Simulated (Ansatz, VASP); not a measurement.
## One calculation of AlIn2As3, two programs

```xyz
6
Lattice="4.0242 0.0000 0.0000 -2.0121 3.4851 0.0000 0.0000 0.0000 9.8573" Properties=species:S:1:pos:R:3 pbc="T T T"
Al    0.0000    0.0000    0.0000
In    0.0000    2.3234    6.5715
In    2.0121    1.1617    3.2858
As    0.0000    0.0000    7.3930
As    0.0000    2.3234    4.1072
As    2.0121    1.1617    0.8214
```

Alike in both runs: task single point; functional PBE; k mesh 6 × 6 × 2; occupations gaussian, width 0.1 eV; no spin polarisation.

```csv
,VASP,Ansatz
version,VASP 6.6.1,Ansatz 0.2.0
potentials or method,"VASP PAW PBE potentials, release 64 (Al, In_d, As), cutoff 520 eV","scalar-relativistic, plane waves, PAW"
valence electrons in the cell,44,74
```

VASP gave:

| Quantity | Value |
| --- | --- |
| gap on the k mesh at the Fermi level (eV) | 1.06 |
| least direct gap on the mesh (eV) | 1.06 |
| pressure (GPa) | 15.1 |
| traceless stress, the component that is largest in VASP (GPa) | -0.22 |
| rms of the force components (eV/Å) | 0.563 |

Question: Estimate Ansatz's values.

Answer: gap on the k mesh at the Fermi level (eV): 1.05; least direct gap on the mesh (eV): 1.05; pressure (GPa): 15.0; traceless stress, the component that is largest in VASP (GPa): -0.22; rms of the force components (eV/Å): 0.563.

Atom by atom the forces differ by 0.000 eV/Å (rms over components). VASP's potentials hold 44 valence electrons a cell and Ansatz's 74, so a difference there can come from the potentials and not from the codes.
